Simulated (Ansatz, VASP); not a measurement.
## CuO2 in VASP and in Ansatz

```
Cu O
1.0
     1.41261   -5.21075    0.00000
     1.41261    5.21075    0.00000
     0.00000    0.00000    4.34342
Cu O
2 4
Direct
  0.16725 0.83275 0.75000
  0.83275 0.16725 0.25000
  0.78897 0.21103 0.75000
  0.21103 0.78897 0.25000
  0.55149 0.44851 0.75000
  0.44851 0.55149 0.25000
```

Alike in both runs: functional LDA; k mesh 10 × 10 × 6; occupations fermi-dirac, width 0.05 eV; no spin polarisation.

|  | VASP | Ansatz |
| --- | --- | --- |
| version | VASP 6.6.1 | Ansatz 0.2.0 |
| potentials or method | VASP PAW LDA potentials, release 64 (Cu, O) | Ansatz PAW |
| plane-wave cutoff (eV) | 520 | 420 |
| valence electrons in the cell | 46 | 62 |
| task | single point | band structure |

|  | VASP | Ansatz | Ansatz less VASP |
| --- | --- | --- | --- |
| gap on the k mesh at the Fermi level (eV) | none | none | - |
| pressure (GPa) | -13.7 | -14.9 | -1.15 |
| traceless stress, the component that is largest in VASP (GPa) | -1.74 | -2.98 | -1.242 |
| rms of the force components (eV/Å) | 0.278 | 0.340 | +0.0619 |

LDA's correlation is that of Perdew and Zunger in VASP and of Perdew and Wang (1992) in Ansatz. Atom by atom the forces differ by 0.069 eV/Å (rms over components). A gap of «none» marks a metal or a gap that the smearing closes. VASP's potentials hold 46 valence electrons a cell and Ansatz's 62, so a difference there can come from the potentials and not from the codes.

Noted on Ansatz's run: Pulay correction over one GPa.
